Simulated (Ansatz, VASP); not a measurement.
## Mo in VASP and in Ansatz

INCAR

```
SYSTEM = Mo
PREC = Accurate
ENCUT = 600
EDIFF = 1E-6
ISMEAR = 1
SIGMA = 0.1
LREAL = .FALSE.
LASPH = .TRUE.
NELM = 80
ALGO = Normal
ISIF = 3
LWAVE = .FALSE.
LCHARG = .FALSE.
GGA = PS
IBRION = 2
NSW = 80
EDIFFG = -0.02
```

File KPOINTS:

```
regular mesh
0
G
  15 15 15
  0 0 0
```

POSCAR

```
Mo
1.0
   -1.5734150000      1.5734150000      1.5734150000
    1.5734150000     -1.5734150000      1.5734150000
    1.5734150000      1.5734150000     -1.5734150000
Mo
1
Direct
    0.0000000000      0.0000000000      0.0000000000
```

Input for Ansatz:

```yaml
crystal:
  lattice:
    - [-1.573415, 1.573415, 1.573415]
    - [1.573415, -1.573415, 1.573415]
    - [1.573415, 1.573415, -1.573415]
  atoms:
    - { symbol: Mo, position: [0.0, 0.0, 0.0] }
basis:
  ecutwfc: 470.0
kpoints:
  mp_grid:
    grid: [15, 15, 15]
    shift: [0.0, 0.0, 0.0]
hamiltonian:
  xc: pbesol
  dispersion: none
scf:
  occupations:
    method: methfessel_paxton
    width: 0.1
relax:
  f_tol: 0.02
  max_steps: 60
  cell: {}
```

Alike in both runs: task relaxation of cell and atoms; functional PBEsol; k mesh 15 × 15 × 15; occupations methfessel-paxton of order 1, width 0.1 eV; no spin polarisation.

```csv
,VASP,Ansatz
version,VASP 6.6.1,Ansatz 0.2.0
potentials or method,"VASP PAW PBE potentials, release 64 (Mo_sv), cutoff 600 eV","plane waves, PAW"
valence electrons in the cell,14,14
```

|  | VASP | Ansatz | Ansatz less VASP |
| --- | --- | --- | --- |
| relaxed volume (Å³/atom) | 15.37 | 15.35 | -0.028 |
| relaxed cell length with the largest relative difference (Å) | 2.713 | 2.711 | -0.0016 |

VASP's potentials were made for PBE, not for PBEsol.
